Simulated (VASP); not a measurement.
# SiC (Cmc2_1) in VASP: further runs, part 3 of 3

VASP 6.6.1. The steps go on from the part before.

## Step 4: Single point, r2SCAN (atoms displaced along a vibrational mode)

POSCAR reads:

```
SiC
1.0
    3.0759982064      0.0000000000      0.0000000000
   -1.5379991032      2.6638925888      0.0000000000
    0.0000000000      0.0000000000      5.0480000000
Si C
2 2
Direct
    0.3051790450      0.6103580900      0.0000000000
    0.6948209550      0.3896419100      0.5000000000
    0.3586651626      0.7173303251      0.3850000000
    0.6413348374      0.2826696749      0.8850000000
```

INCAR.step1 reads:

```
SYSTEM = SiC
PREC = Accurate ; ENCUT = 520
ISMEAR = 0 ; SIGMA = 0.05
LREAL = .FALSE. ; LASPH = .TRUE.
NELM = 100 ; NBANDS = 16
GGA = PE ; ALGO = Normal
EDIFF = 1E-4 ; LWAVE = .TRUE.
LCHARG = .FALSE.
```

INCAR.step2 reads:

```
SYSTEM = SiC
PREC = Accurate ; ENCUT = 520
EDIFF = 1E-7 ; ISMEAR = 0
SIGMA = 0.05 ; LREAL = .FALSE.
LASPH = .TRUE. ; NELM = 100
ALGO = Normal ; ISIF = 2
LWAVE = .FALSE. ; LCHARG = .TRUE.
METAGGA = R2SCAN ; LMIXTAU = .TRUE.
LELF = .TRUE. ; LVHAR = .TRUE.
NBANDS = 16 ; ISTART = 1
```

KPOINTS reads:

```
regular mesh
0
G
  12 12 6
  0 0 0
```

Potentials or basis: VASP PAW PBE potentials, release 64 (Si, C).

Started as:

```sh
cat potpaw_PBE.64/Si/POTCAR potpaw_PBE.64/C/POTCAR > POTCAR
cp INCAR.step1 INCAR
mpirun -np 1 vasp_std > vasp.out
cp INCAR.step2 INCAR
mpirun -np 1 vasp_std > vasp.out
```

OUTCAR:

```text
SYSTEM = SiC
   PREC = Accurate
   ENCUT = 520
   EDIFF = 1E-7
   ISMEAR = 0
   LREAL = .FALSE.
   LASPH = .TRUE.
   NELM = 100
   ISIF = 2
   METAGGA = R2SCAN
   ISTART = 1

 ion  position               nearest neighbor table
   1  0.305  0.610  0.000-   4 1.86   4 1.86   4 1.88   3 1.96   2 3.01   2 3.01   2 3.01   2 3.01

   2  0.695  0.390  0.500-   3 1.86   3 1.86   3 1.88   4 1.96   1 3.01   1 3.01   1 3.01   1 3.01

   3  0.359  0.717  0.385-   2 1.86   2 1.86   2 1.88   1 1.96
   4  0.641  0.283  0.885-   1 1.86   1 1.86   1 1.88   2 1.96

  LATTYP: Found a hexagonal cell.
 ALAT       =     3.0759982064
 C/A-ratio  =     1.6410932846

  Lattice vectors:

 A1 = (   3.0759982064,   0.0000000000,   0.0000000000)
 A2 = (  -1.5379991032,   2.6638925888,   0.0000000000)
 A3 = (   0.0000000000,   0.0000000000,   5.0480000000)

Analysis of symmetry for initial positions (statically):
=====================================================================
 Subroutine PRICEL returns:
 Original cell was already a primitive cell.

 Routine SETGRP: Setting up the symmetry group for a
 hexagonal supercell.

 Subroutine GETGRP returns: Found  4 space group operations
 (whereof  2 operations were pure point group operations)
 out of a pool of 24 trial point group operations.

The static configuration has the point symmetry C_1h.
 The point group associated with its full space group is C_2v.

Analysis of symmetry for dynamics (positions and initial velocities):
=====================================================================
 Subroutine PRICEL returns:
 Original cell was already a primitive cell.

 Routine SETGRP: Setting up the symmetry group for a
 hexagonal supercell.

 Subroutine GETGRP returns: Found  4 space group operations
 (whereof  2 operations were pure point group operations)
 out of a pool of 24 trial point group operations.

The dynamic configuration has the point symmetry C_1h.
 The point group associated with its full space group is C_2v.

 Subroutine INISYM returns: Found  4 space group operations
 (whereof  2 operations are pure point group operations),
 and found     1 'primitive' translations

----------------------------------------------------------------------------------------

                                     Primitive cell

  volume of cell :      41.3640

  direct lattice vectors                    reciprocal lattice vectors
     3.075998206  0.000000000  0.000000000     0.325097719  0.187695255  0.000000000
    -1.537999103  2.663892589  0.000000000     0.000000000  0.375390511  0.000000000
     0.000000000  0.000000000  5.048000000     0.000000000  0.000000000  0.198098257

  length of vectors
     3.075998206  3.075998206  5.048000000     0.375390511  0.375390511  0.198098257

  position of ions in fractional coordinates (direct lattice)
     0.305179045  0.610358090  0.000000000
     0.694820955  0.389641910  0.500000000
     0.358665163  0.717330325  0.385000000
     0.641334837  0.282669675  0.885000000

  ion indices of the primitive-cell ions
   primitive index   ion index
                 1           1
                 2           2
                 3           3
                 4           4

[... 30 lines left out ...]
  0.000000  0.083333  0.000000      2.000000
  0.166667 -0.000000  0.000000      4.000000
  0.000000  0.166667  0.000000      2.000000
  0.250000  0.000000  0.000000      4.000000
[... 16 lines left out ...]
 -0.083333  0.416667  0.000000      4.000000
 -0.416667  0.333333  0.000000      4.000000
 [... further k-points ...]
   k-points           NKPTS =    172   k-points in BZ     NKDIM =    172   number of bands    NBANDS=     16
   number of dos      NEDOS =    301   number of ions     NIONS =      4
   total plane-waves  NPLWV =  23040
   dimension x,y,z NGX =    24 NGY =   24 NGZ =   40
   dimension x,y,z NGXF=    48 NGYF=   48 NGZF=   80
   ions per type =               2   2
   NGX,Y,Z   is equivalent  to a cutoff of  12.97, 12.97, 13.17 a.u.
   NGXF,Y,Z  is equivalent  to a cutoff of  25.94, 25.94, 26.35 a.u.
 SYSTEM =  SiC
   PREC   = accura    normal or accurate (medium, high low for compatibility)
   ISTART =      1    job   : 0-new  1-cont  2-samecut
   ICHARG =      0    charge: 1-file 2-atom 10-const
   ISPIN  =      1    spin polarized calculation?
   LNONCOLLINEAR =      F non collinear calculations
   LSORBIT =      F    spin-orbit coupling
   LASPH  =      T    aspherical Exc in radial PAW
   ENCUT  =  520.0 eV  38.22 Ry    6.18 a.u.   5.72  5.72  9.39*2*pi/ulx,y,z
   NELM   =    100;   NELMIN=  2; NELMDL=  0     # of ELM steps
   EDIFF  = 0.1E-06   stopping-criterion for ELM
   LREAL  =      F    real-space projection
   EDIFFG = 0.1E-05   stopping-criterion for IOM
   NSW    =      0    number of steps for IOM
   IBRION =     -1    ionic relax: 0-MD 1-quasi-New 2-CG
   NFREE  =      0    steps in history (QN), initial steepest desc. (CG)
   ISIF   =      2    stress and relaxation
   ISYM   =      2    0-nonsym 1-usesym 2-fastsym
   POTIM  = 0.5000    time-step for ionic-motion
   TEBEG  =    0.0;   TEEND  =   0.0 temperature during run
   PSTRESS=    0.0 pullay stress
   NELECT =      16.0000    total number of electrons
   NUPDOWN=      -1.0000    fix difference up-down
   EMIN   =  10.00;   EMAX   =-10.00  energy-range for DOS
   EFERMI =   0.00;   METHOD = LEGACY
   ISMEAR =     0;   SIGMA  =   0.05  broadening in eV -4-tet -1-fermi 0-gaus
   EFERMI_NEDOS =   21; number of points for ismear=-14 and -15
   IALGO  =     38    algorithm
   IMIX   =      4    mixing-type and parameters
     AMIX     =   0.40;   BMIX     =  1.00
     AMIX_MAG =   1.60;   BMIX_MAG =  1.00
  volume/ion in A,a.u.               =      10.34        69.78
  Fermi-wavevector in a.u.,A,eV,Ry     =   1.192818  2.254099 19.358564  1.422814
  Thomas-Fermi vector in A             =   2.328847
   LORBIT       =      0    0 simple, 1 ext, 2 COOP (PROOUT), +10 PAW based schemes
   METAGGA = R2SCAN    functional components
   LHFCALC =     F    Hartree Fock is set to
   AEXX    =    0.0000 exact exchange contribution
   IVDW    =     0    specifies the selected vdW correction
   LEPSILON=     F    determine dielectric tensor
   LRPA    =     F    only Hartree local field effects (RPA)
 non-spin polarized calculation
 Gauss-broadening in eV      SIGMA  =   0.05
  energy-cutoff  :      520.00
  volume of cell :       41.36
 maximum number of plane-waves:      1132
   NGX = 11   NGY = 11   NGZ = 19

 number of electron      16.0000000 magnetization

 Free energy of the ion-electron system (eV)
  ---------------------------------------------------
  ext. energy  EPLUGINS =         0.00000000
  ---------------------------------------------------
  free energy    TOTEN  =       -38.37176836 eV

  energy without entropy =      -38.37176836  energy(sigma->0) =      -38.37176836

 E-fermi :   8.7184     XC(G=0): -11.9389

 val. band max:        8.4496702157   @ k =   0.0000   0.0000   0.0000
 cond. band min:      10.8815401611   @ k =   0.3333   0.3333   0.0000
 fundamental gap:      2.4318699453
 Fermi energy:         8.7184374499

 k-point     1 :       0.0000    0.0000    0.0000
  band No.  band energies     occupation
      1      -8.2044      2.00000
      2      -4.6452      2.00000
      3      -0.6415      2.00000
      4       6.7151      2.00000
      5       6.7169      2.00000
      6       7.7066      2.00000
[... 433 lines left out ...]
      3       0.2044      2.00000
      4       1.9575      2.00000
      5       2.6556      2.00000
      6       4.5244      2.00000
[... 8 lines left out ...]
     15      19.8714      0.00000
     16      20.9035      0.00000

 [... further k-points ...]

------------------------ aborting loop because EDIFF is reached ----------------------------------------

  FORCE on cell =-STRESS in cart. coord.  units (eV):
  Direction    XX          YY          ZZ          XY          YZ          ZX
  --------------------------------------------------------------------------------------
  -------------------------------------------------------------------------------------
  Total        0.1604573      0.1598847     -0.6390947      0.0000000      0.0000000      0.0000000
  in kB        6.2150973      6.1929183    -24.7544723      0.0000000      0.0000000      0.0000000
  external PRESSURE =      -4.1154856 kB  Pullay stress =       0.0000000 kB

 VOLUME and BASIS-vectors are now :
 -----------------------------------------------------------------------------
  energy-cutoff  :      520.00
  volume of cell :       41.36
      direct lattice vectors                 reciprocal lattice vectors
     3.075998206  0.000000000  0.000000000     0.325097719  0.187695255  0.000000000
    -1.537999103  2.663892589  0.000000000     0.000000000  0.375390511  0.000000000
     0.000000000  0.000000000  5.048000000     0.000000000  0.000000000  0.198098257

 POSITION                                       TOTAL-FORCE (eV/Angst)
 -----------------------------------------------------------------------------------
      0.00000      1.62593      0.00000         0.000000      1.070098      0.792481
      1.53800      1.03796      2.52400         0.000000     -1.070098      0.792481
      0.00000      1.91089      1.94348         0.000000     -0.485226     -0.792481
      1.53800      0.75300      4.46748        -0.000000      0.485226     -0.792481
 -----------------------------------------------------------------------------------
    total drift:                               -0.000000     -0.000000     -0.000252

  FREE ENERGIE OF THE ION-ELECTRON SYSTEM (eV)
  ---------------------------------------------------
  free  energy   TOTEN  =       -38.3717683576 eV

  energy  without entropy=      -38.3717683576  energy(sigma->0) =      -38.37176836
```

Run time: 5.1 min. Hardware: 1 thread of AMD EPYC 9R45 (Zen 5), shared host; peak memory 0.19 GiB.

What came out:

```
Free energy            : -38.3718 eV
Pressure               : -0.4 GPa
Largest force          : 1.332 eV/Å
Band gap on the k mesh : 2.43 eV (least direct gap 4.49 eV)
```

Forces on the atoms (eV/Å):
```
Si   0.000  1.070  0.792
Si   0.000 -1.070  0.792
C    0.000 -0.485 -0.792
C    0.000  0.485 -0.792
```

Stress tensor (GPa, compression positive):
```
 0.62  0.00  0.00
 0.00  0.62  0.00
 0.00  0.00 -2.48
```

Levels at points of the mesh, in eV from the valence-band top:
```
           k point  band 4  band 5  band 6  band 7  band 8  band 9  band 10  band 11  band 12  band 13
(0.00, 0.00, 0.00)   -1.73   -1.73   -0.74   -0.28    0.00    5.12     6.22     6.53     7.47     7.81
(0.50, 0.00, 0.00)   -6.92   -5.76   -3.77   -3.23   -1.81    3.15     4.05     6.73     7.40    10.52
(0.00, 0.50, 0.00)   -7.16   -5.56   -3.90   -3.67   -1.80    2.69     5.15     7.47     7.56     9.47
(0.00, 0.00, 0.50)   -4.73   -1.25   -1.25   -1.05   -1.05    6.13     6.13     7.41     7.41     7.58
(0.50, 0.00, 0.50)   -8.90   -3.10   -3.10   -2.39   -2.39    3.35     3.35     5.39     5.39    10.69
(0.00, 0.50, 0.50)   -8.88   -3.02   -3.02   -2.35   -2.35    3.37     3.37     5.12     5.12    10.90
```

Caveat: the cell differs from its parent crystal (atoms displaced along a vibrational mode); the PAW data sets were made with another functional, which shifts forces and pressure a little. A k mesh can miss the band edges.

## Step 5: Single point, r2SCAN (atoms displaced along a vibrational mode)

POSCAR reads:

```
SiC
1.0
    3.0759982064      0.0000000000      0.0000000000
   -1.5379991032      2.6638925888      0.0000000000
    0.0000000000      0.0000000000      5.0480000000
Si C
2 2
Direct
    0.3474104775      0.6948209550      0.0000000000
    0.6525895225      0.3051790450      0.5000000000
    0.3206674187      0.6413348374      0.3850000000
    0.6793325813      0.3586651626      0.8850000000
```

INCAR.step1 reads:

```
SYSTEM = SiC
PREC = Accurate ; ENCUT = 520
ISMEAR = 0 ; SIGMA = 0.05
LREAL = .False. ; LASPH = .True.
NELM = 80 ; NBANDS = 16
GGA = PE ; ALGO = Normal
EDIFF = 1E-4 ; LWAVE = .True.
LCHARG = .False.
```

INCAR.step2 reads:

```
SYSTEM = SiC
PREC = Accurate ; ENCUT = 520
EDIFF = 1E-7 ; ISMEAR = 0
SIGMA = 0.05 ; LREAL = .False.
LASPH = .True. ; NELM = 80
ALGO = Normal ; ISIF = 2
LWAVE = .False. ; LCHARG = .True.
METAGGA = R2SCAN ; LMIXTAU = .True.
LELF = .True. ; LVHAR = .True.
NBANDS = 16 ; ISTART = 1
```

KPOINTS reads:

```
regular mesh
0
Gamma
  12 12 6
  0 0 0
```

Started as:

```sh
cat potpaw_PBE.64/Si/POTCAR potpaw_PBE.64/C/POTCAR > POTCAR
cp INCAR.step1 INCAR
mpirun -np 1 vasp_std > vasp.out
cp INCAR.step2 INCAR
mpirun -np 1 vasp_std > vasp.out
```

It took 4.9 min on 1 thread of AMD EPYC 9R45 (Zen 5), shared host; peak memory 0.2 GiB.

The run converged. Its results:

| Item | Value |
| --- | --- |
| Free energy | -38.5412 eV |
| Pressure | -0.1 GPa |
| Largest force | 0.980 eV/Å |
| Band gap on the k mesh | 2.63 eV (least direct gap 4.64 eV) |

Forces in eV/Å, atoms in the order of the input:
```
Si   0.000 -0.600  0.776
Si   0.000  0.600  0.776
C    0.000  0.223 -0.776
C    0.000 -0.223 -0.776
```

Stress tensor (GPa, compression positive):
```
 2.04  0.00  0.00
 0.00  0.28  0.00
 0.00  0.00 -2.62
```

Levels at points of the mesh, in eV from the valence-band top:
```
           k point  band 5  band 6  band 7  band 8  band 9  band 10  band 11  band 12
(0.00, 0.00, 0.00)   -1.66   -0.51   -0.18    0.00    5.15     6.47     6.69     7.32
(0.50, 0.00, 0.00)   -5.63   -3.75   -3.41   -1.66    2.98     4.78     7.28     7.59
(0.00, 0.50, 0.00)   -5.68   -3.73   -3.23   -1.56    3.08     4.15     7.14     7.70
(0.00, 0.00, 0.50)   -1.11   -1.11   -1.00   -1.00    6.25     6.25     7.60     7.60
(0.50, 0.00, 0.50)   -2.92   -2.92   -2.38   -2.38    3.52     3.52     5.44     5.44
(0.00, 0.50, 0.50)   -2.82   -2.82   -2.54   -2.54    3.54     3.54     5.53     5.53
```

Caveat: the cell differs from its parent crystal (atoms displaced along a vibrational mode); the PAW data sets were made with another functional, which shifts forces and pressure a little.

## Step 6: The runs side by side

```csv
cell,gap on the mesh (eV),pressure (GPa),largest force (eV/Å)
"as given, atomic positions A",1.72,-1.3,2.07
"as given, atomic positions B",2.03,-0.7,1.97
"as given, atomic positions C",2.43,-0.4,1.33
"as given, atomic positions D",2.63,-0.1,0.98
```

Alike in all rows: task single point; level r2SCAN; potentials or basis VASP PAW PBE potentials, release 64 (Si, C); no spin polarisation; k mesh 12 × 12 × 6; cutoff (eV) 520; smearing gaussian 0.05 eV.

Caveats: the PAW data sets were made with another functional, which shifts forces and pressure a little.

Total energies depend on the potentials used, so only differences within one code and one set of settings carry meaning.
